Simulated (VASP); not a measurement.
# Be (Cmce) in VASP: single point with PBE

Aim: the single point of Be with PBE.

All numbers are computed with VASP 6.6.1; they aren't measurements. Logs are shortened: lines on timing, memory, paths and dates and some standing lists are left out, and cuts for length are marked.

## Step 1: The cell of the first run

The structure is orthorhombic, space group Cmce (No. 64). The conventional cell has a = 4.820 Å, b = 4.929 Å, c = 5.099 Å, α = 90.00°, β = 90.00°, γ = 90.00°. Be (site symmetry m) has 9 Be at 2.51 to 3.13 Å within 3.3 Å.

## Step 2: Single point, PBE (Ca replaced by Be, lengths x 0.727, strained)

The input, INCAR:

```
SYSTEM = Be
PREC     = Accurate       ! precision mode
ENCUT    = 520            ! plane-wave cutoff, eV
EDIFF    = 1E-7           ! SCF threshold, eV
ISMEAR   = 0              ! smearing method
SIGMA    = 0.1            ! smearing width, eV
LREAL    = .FALSE.        ! projectors in reciprocal space
LASPH    = .TRUE.         ! aspherical terms in the spheres
NELM     = 100            ! most SCF steps
ALGO     = Fast           ! electronic algorithm
ISIF     = 2              ! what is computed and relaxed
LWAVE    = .FALSE.        ! write WAVECAR
LCHARG   = .FALSE.        ! write CHGCAR
GGA      = PE             ! functional
NBANDS   = 12             ! bands
```

The input, KPOINTS:

```
regular mesh
0
G
  12 12 8
  0 0 0
```

The input, POSCAR:

```
Be
1.0
    2.4101989420     -2.4645906214      0.0000000000
    2.4101989420      2.4645906214      0.0000000000
    0.0000000000      0.0000000000      5.0988159490
Be
4
Direct
    0.1767018634      0.8232981366      0.1818790167
    0.8232981366      0.1767018634      0.8181209833
    0.3232981366      0.6767018634      0.6818790167
    0.6767018634      0.3232981366      0.3181209833
```

Potentials or basis: VASP PAW PBE potentials, release 64 (Be).

Started as:

```sh
$ cat potpaw_PBE.64/Be/POTCAR > POTCAR
$ mpirun -np 1 vasp_std > vasp.out
```

OUTCAR:

```text
SYSTEM = Be
   PREC = Accurate
   ENCUT = 520
   EDIFF = 1E-7
   ISMEAR = 0
   LREAL = .FALSE.
   LASPH = .TRUE.
   NELM = 100
   ISIF = 2
   GGA = PE

 ion  position               nearest neighbor table
   1  0.177  0.823  0.182-
   2  0.823  0.177  0.818-
   3  0.323  0.677  0.682-
   4  0.677  0.323  0.318-

  LATTYP: Found a base centered orthorhombic cell.
 ALAT       =     4.8203978840
 B/A-ratio  =     1.0225672987
 C/A-ratio  =     1.0577583162

  Lattice vectors:

 A1 = (   2.4101989420,  -2.4645906214,   0.0000000000)
 A2 = (   2.4101989420,   2.4645906214,   0.0000000000)
 A3 = (   0.0000000000,   0.0000000000,   5.0988159490)

Analysis of symmetry for initial positions (statically):
=====================================================================
 Subroutine PRICEL returns:
 Original cell was already a primitive cell.

 Routine SETGRP: Setting up the symmetry group for a
 base centered orthorhombic supercell.

 Subroutine GETGRP returns: Found  8 space group operations
 (whereof  4 operations were pure point group operations)
 out of a pool of  8 trial point group operations.

The static configuration has the point symmetry C_2h.
 The point group associated with its full space group is D_2h.

Analysis of symmetry for dynamics (positions and initial velocities):
=====================================================================
 Subroutine PRICEL returns:
 Original cell was already a primitive cell.

 Routine SETGRP: Setting up the symmetry group for a
 base centered orthorhombic supercell.

 Subroutine GETGRP returns: Found  8 space group operations
 (whereof  4 operations were pure point group operations)
 out of a pool of  8 trial point group operations.

The dynamic configuration has the point symmetry C_2h.
 The point group associated with its full space group is D_2h.

 Subroutine INISYM returns: Found  8 space group operations
 (whereof  4 operations are pure point group operations),
 and found     1 'primitive' translations

----------------------------------------------------------------------------------------

                                     Primitive cell

  volume of cell :      60.5755

  direct lattice vectors                    reciprocal lattice vectors
     2.410198942 -2.464590621  0.000000000     0.207451755 -0.202873449  0.000000000
     2.410198942  2.464590621  0.000000000     0.207451755  0.202873449  0.000000000
     0.000000000  0.000000000  5.098815949     0.000000000  0.000000000  0.196123965

  length of vectors
     3.447211318  3.447211318  5.098815949     0.290161794  0.290161794  0.196123965

  position of ions in fractional coordinates (direct lattice)
     0.176701863  0.823298137  0.181879017
     0.823298137  0.176701863  0.818120983
     0.323298137  0.676701863  0.681879017
     0.676701863  0.323298137  0.318120983

  ion indices of the primitive-cell ions
   primitive index   ion index
                 1           1
                 2           2
                 3           3
                 4           4

----------------------------------------------------------------------------------------

 KPOINTS: regular mesh

Automatic generation of k-mesh.
 Grid dimensions read from file:
 generate k-points for:   12   12    8

 Generating k-lattice:

  Cartesian coordinates                     Fractional coordinates (reciprocal lattice)
     0.017287646 -0.016906121  0.000000000     0.083333333  0.000000000  0.000000000
     0.017287646  0.016906121  0.000000000     0.000000000  0.083333333  0.000000000
     0.000000000  0.000000000  0.024515496     0.000000000  0.000000000  0.125000000

  Length of vectors
     0.024180150  0.024180150  0.024515496

  Shift w.r.t. Gamma in fractional coordinates (k-lattice)
     0.000000000  0.000000000  0.000000000

 Subroutine IBZKPT returns following result:
 ===========================================

 Found    215 irreducible k-points:

 Following reciprocal coordinates:
            Coordinates               Weight
  0.000000  0.000000  0.000000      1.000000
  0.083333  0.000000  0.000000      4.000000
  0.166667 -0.000000  0.000000      4.000000
  0.250000 -0.000000  0.000000      4.000000
  0.333333 -0.000000  0.000000      4.000000
  0.416667 -0.000000  0.000000      4.000000
[... 16 lines left out ...]
  0.500000  0.166667  0.000000      4.000000
 -0.416667  0.166667  0.000000      4.000000
 [... further k-points ...]
   k-points           NKPTS =    215   k-points in BZ     NKDIM =    215   number of bands    NBANDS=     12
   number of dos      NEDOS =    301   number of ions     NIONS =      4
   total plane-waves  NPLWV =  31360
   dimension x,y,z NGX =    28 NGY =   28 NGZ =   40
   dimension x,y,z NGXF=    56 NGYF=   56 NGZF=   80
   ions per type =               4
   NGX,Y,Z   is equivalent  to a cutoff of  13.50, 13.50, 13.04 a.u.
   NGXF,Y,Z  is equivalent  to a cutoff of  27.01, 27.01, 26.08 a.u.
 SYSTEM =  Be
   PREC   = accura    normal or accurate (medium, high low for compatibility)
   ISTART =      0    job   : 0-new  1-cont  2-samecut
   ICHARG =      2    charge: 1-file 2-atom 10-const
   ISPIN  =      1    spin polarized calculation?
   LNONCOLLINEAR =      F non collinear calculations
   LSORBIT =      F    spin-orbit coupling
   LASPH  =      T    aspherical Exc in radial PAW
   ENCUT  =  520.0 eV  38.22 Ry    6.18 a.u.   6.41  6.41  9.48*2*pi/ulx,y,z
   NELM   =    100;   NELMIN=  2; NELMDL= -5     # of ELM steps
   EDIFF  = 0.1E-06   stopping-criterion for ELM
   LREAL  =      F    real-space projection
   EDIFFG = 0.1E-05   stopping-criterion for IOM
   NSW    =      0    number of steps for IOM
   IBRION =     -1    ionic relax: 0-MD 1-quasi-New 2-CG
   NFREE  =      0    steps in history (QN), initial steepest desc. (CG)
   ISIF   =      2    stress and relaxation
   ISYM   =      2    0-nonsym 1-usesym 2-fastsym
   POTIM  = 0.5000    time-step for ionic-motion
   TEBEG  =    0.0;   TEEND  =   0.0 temperature during run
   PSTRESS=    0.0 pullay stress
   NELECT =       8.0000    total number of electrons
   NUPDOWN=      -1.0000    fix difference up-down
   EMIN   =  10.00;   EMAX   =-10.00  energy-range for DOS
   EFERMI =   0.00;   METHOD = LEGACY
   ISMEAR =     0;   SIGMA  =   0.10  broadening in eV -4-tet -1-fermi 0-gaus
   EFERMI_NEDOS =   21; number of points for ismear=-14 and -15
   IALGO  =     68    algorithm
   IMIX   =      4    mixing-type and parameters
     AMIX     =   0.40;   BMIX     =  1.00
     AMIX_MAG =   1.60;   BMIX_MAG =  1.00
  volume/ion in A,a.u.               =      15.14       102.20
  Fermi-wavevector in a.u.,A,eV,Ry     =   0.833692  1.575450  9.456633  0.695043
  Thomas-Fermi vector in A             =   1.946959
   LORBIT       =      0    0 simple, 1 ext, 2 COOP (PROOUT), +10 PAW based schemes
   GGA     = PE    functional components
   LHFCALC =     F    Hartree Fock is set to
   AEXX    =    0.0000 exact exchange contribution
   IVDW    =     0    specifies the selected vdW correction
   LEPSILON=     F    determine dielectric tensor
   LRPA    =     F    only Hartree local field effects (RPA)
 non-spin polarized calculation
 RMM-DIIS sequential band-by-band and
 Gauss-broadening in eV      SIGMA  =   0.10
  energy-cutoff  :      520.00
  volume of cell :       60.58
 maximum number of plane-waves:      1653
 NGX is ok and might be reduce to    28
   NGX = 13   NGY = 13   NGZ = 19

 number of electron       8.0000000 magnetization

 Free energy of the ion-electron system (eV)
  ---------------------------------------------------
  ext. energy  EPLUGINS =         0.00000000
  ---------------------------------------------------
  free energy    TOTEN  =       -10.67664309 eV

  energy without entropy =      -10.66913241  energy(sigma->0) =      -10.67288775

 E-fermi :   2.3111     XC(G=0):  -8.6179

 val. band max:        2.3097915794   @ k =  -0.4167   0.3333   0.1250
 cond. band min:       2.3145929835   @ k =  -0.1667   0.0833   0.2500
 fundamental gap:      0.0048014040
 Fermi energy:         2.3110621726

 k-point     1 :       0.0000    0.0000    0.0000
  band No.  band energies     occupation
      1      -5.3711      2.00000
      2      -0.8124      2.00000
      3      -0.4109      2.00000
      4       3.7722      0.00000
      5       3.8195      0.00000
      6       5.1959      0.00000
      7       5.5840      0.00000
      8       8.5053      0.00000
      9       9.0842      0.00000
     10       9.4302      0.00000
     11      10.0525      0.00000
     12      11.4173      0.00000

 k-point     2 :       0.0833    0.0000    0.0000
  band No.  band energies     occupation
      1      -5.2980      2.00000
      2      -0.7386      2.00000
      3      -0.3516      2.00000
      4       3.0408      0.00000
      5       3.8771      0.00000
      6       5.3711      0.00000
      7       5.7661      0.00000
      8       7.8957      0.00000
      9       9.3439      0.00000
     10       9.4463      0.00000
     11      10.2444      0.00000
     12      11.2718      0.00000

 k-point     3 :       0.1667   -0.0000    0.0000
  band No.  band energies     occupation
      1      -5.0786      2.00000
      2      -0.5211      2.00000
      3      -0.1753      2.00000
      4       1.7728      2.00000
      5       4.1153      0.00000
      6       5.4190      0.00000
      7       5.7504      0.00000
      8       6.8233      0.00000
      9       9.4822      0.00000
     10       9.6534      0.00000
     11      11.0423      0.00000
     12      11.0910      0.00000
[... 286 lines left out ...]
 k-point    23 :       0.5000    0.1667    0.0000
  band No.  band energies     occupation
      1      -2.5045      2.00000
      2      -2.4201      2.00000
      3       1.3285      2.00000
      4       1.4448      2.00000
      5       3.2045      0.00000
      6       3.2472      0.00000
      7       4.4719      0.00000
      8       4.7136      0.00000
      9       8.2137      0.00000
     10       8.3434      0.00000
     11       9.4102      0.00000
     12      10.4288      0.00000

 k-point    24 :      -0.4167    0.1667    0.0000
  band No.  band energies     occupation
      1      -3.2935      2.00000
      2      -1.4803      2.00000
      3       1.0885      2.00000
      4       1.1665      2.00000
      5       3.3931      0.00000
      6       3.8215      0.00000
      7       3.8921      0.00000
      8       5.3192      0.00000
      9       7.6055      0.00000
     10       9.0395      0.00000
     11       9.8636      0.00000
     12       9.8750      0.00000

 [... further k-points ...]

------------------------ aborting loop because EDIFF is reached ----------------------------------------

  FORCE on cell =-STRESS in cart. coord.  units (eV):
  Direction    XX          YY          ZZ          XY          YZ          ZX
  --------------------------------------------------------------------------------------
  -------------------------------------------------------------------------------------
  Total       -6.3234733     -9.0942780     -7.5076215      0.0000000      0.0000000      0.0000000
  in kB     -167.2512067   -240.5369466   -198.5710529      0.0000000      0.0000000      0.0000000
  external PRESSURE =    -202.1197354 kB  Pullay stress =       0.0000000 kB

 VOLUME and BASIS-vectors are now :
 -----------------------------------------------------------------------------
  energy-cutoff  :      520.00
  volume of cell :       60.58
      direct lattice vectors                 reciprocal lattice vectors
     2.410198942 -2.464590621  0.000000000     0.207451755 -0.202873449  0.000000000
     2.410198942  2.464590621  0.000000000     0.207451755  0.202873449  0.000000000
     0.000000000  0.000000000  5.098815949     0.000000000  0.000000000  0.196123965

 POSITION                                       TOTAL-FORCE (eV/Angst)
 -----------------------------------------------------------------------------------
      2.41020      1.59360      0.92737         0.000000     -0.010421     -0.557427
      2.41020     -1.59360      4.17145         0.000000      0.010421      0.557427
      2.41020      0.87100      3.47678         0.000000      0.010421     -0.557427
      2.41020     -0.87100      1.62204         0.000000     -0.010421      0.557427
 -----------------------------------------------------------------------------------
    total drift:                                0.000000     -0.000000     -0.000000

  FREE ENERGIE OF THE ION-ELECTRON SYSTEM (eV)
  ---------------------------------------------------
  free  energy   TOTEN  =       -10.6766430851 eV

  energy  without entropy=      -10.6691324058  energy(sigma->0) =      -10.67288775
```

Run time: 46 s. Hardware: 1 thread of Intel Xeon 6975P-C (Granite Rapids), shared host; peak memory 0.25 GiB.

What came out:

| Quantity | Value |
| --- | --- |
| Free energy | -10.6766 eV |
| Pressure | -20.2 GPa |
| Largest force | 0.558 eV/Å |
| Band gap on the k mesh | zero (band 4 reaches 4.33 eV, above the bottom of band 5 at 1.20 eV) |

Forces on the atoms (eV/Å):
```
Be   0.000 -0.010 -0.557
Be   0.000  0.010  0.557
Be   0.000  0.010 -0.557
Be   0.000 -0.010  0.557
```

Levels at points of the mesh, in eV from the Fermi level:
```tsv
k point	band 1	band 2	band 3	band 4	band 5	band 6	band 7	band 8	band 9
(0.00, 0.00, 0.00)	-7.68	-3.12	-2.72	1.46	1.51	2.88	3.27	6.19	6.77
(0.50, 0.00, 0.00)	-5.06	-5.06	-1.19	-1.19	0.75	0.75	4.27	4.27	5.67
(0.50, 0.50, 0.00)	-2.95	-2.86	-2.31	-1.65	0.99	1.13	1.18	1.69	3.50
(0.00, 0.00, 0.50)	-6.48	-6.48	1.70	1.70	2.39	2.39	3.34	3.34	5.99
(0.50, 0.00, 0.50)	-3.95	-3.95	-3.82	-3.82	4.22	4.22	5.18	5.18	5.22
(0.50, 0.50, 0.50)	-2.12	-2.12	-1.55	-1.55	-0.77	-0.77	-0.42	-0.42	6.79
```

Caveat: the cell differs from its parent crystal (Ca replaced by Be, lengths x 0.727, strained).
